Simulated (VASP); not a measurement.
A run of VASP 6.6.1 is set up as follows.

Contents of INCAR:

```
SYSTEM = Sn
PREC     = Accurate       ! precision mode
ENCUT    = 600            ! plane-wave cutoff, eV
EDIFF    = 1E-6           ! SCF threshold, eV
ISMEAR   = -1             ! smearing method
SIGMA    = 0.05           ! smearing width, eV
LREAL    = .False.        ! projectors in reciprocal space
LASPH    = .True.         ! aspherical terms in the spheres
NELM     = 80             ! most SCF steps
ALGO     = Normal         ! electronic algorithm
ISIF     = 3              ! what is computed and relaxed
LWAVE    = .False.        ! write WAVECAR
LCHARG   = .False.        ! write CHGCAR
GGA      = PE             ! functional
IBRION   = 2              ! ionic algorithm
NSW      = 80             ! ionic steps
EDIFFG   = -0.02          ! ionic threshold
```

The input KPOINTS:

```
regular mesh
0
Gamma
  10 10 10
  0 0 0
```

File POSCAR:

```
Sn
1.0
   -1.8946518192      1.8946518192      1.8946518192
    1.8946518192     -1.8946518192      1.8946518192
    1.8946518192      1.8946518192     -1.8946518192
Sn
1
Direct
    0.0000000000      0.0000000000      0.0000000000
```

Potentials or basis: VASP PAW PBE potentials, release 64 (Sn_d).

The run is started by

```sh
$ cat potpaw_PBE.64/Sn_d/POTCAR > POTCAR
$ mpirun -np 1 vasp_std > vasp.out
```

Q: Estimate the relaxed volume.

A: 27.65 Å³/atom.

Q: Estimate the band gap on the k mesh.

A: Zero (band 7 reaches 15.70 eV, above the bottom of band 8 at 5.66 eV).

Q: What does it give for the relaxed cell?

A: a = 3.299 Å, b = 3.299 Å, c = 3.299 Å, α = 109.47°, β = 109.47°, γ = 109.47°.

Q: Estimate the space group after relaxing (to 0.05 Å).

A: Im-3m (No. 229).

Final structure:
```
CELL_PARAMETERS angstrom
-1.90484 1.90484 1.90484
1.90484 -1.90484 1.90484
1.90484 1.90484 -1.90484
ATOMIC_POSITIONS crystal
Sn 0.00000 0.00000 0.00000
```

Caveat: spin-orbit coupling is left out, which moves the levels of the heavy elements.
